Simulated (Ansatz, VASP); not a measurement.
**One calculation of Ta, two programs**

```
CELL_PARAMETERS angstrom
-1.64020 1.64020 1.64020
1.64020 -1.64020 1.64020
1.64020 1.64020 -1.64020
ATOMIC_POSITIONS crystal
Ta 0.00000 0.00000 0.00000
```

Change from the starting cell: volume scaled by 0.98.

Alike in both runs: task single point; functional PBEsol; k mesh 17 × 17 × 17; occupations fermi-dirac, width 0.08 eV; no spin polarisation.

|  | VASP | Ansatz |
| --- | --- | --- |
| version | VASP 6.6.1 | Ansatz 0.2.0 |
| potentials or method | VASP PAW PBE potentials, release 64 (Ta_pv), cutoff 520 eV | all-electron LAPW, scalar-relativistic |

```tsv
	VASP	Ansatz	Ansatz less VASP
pressure (GPa)	0.5	0.2	-0.31
```

VASP's potentials were made for PBE, not for PBEsol. Ansatz ran all-electron here, and VASP with PAW potentials.

Neither program's run includes spin-orbit coupling.
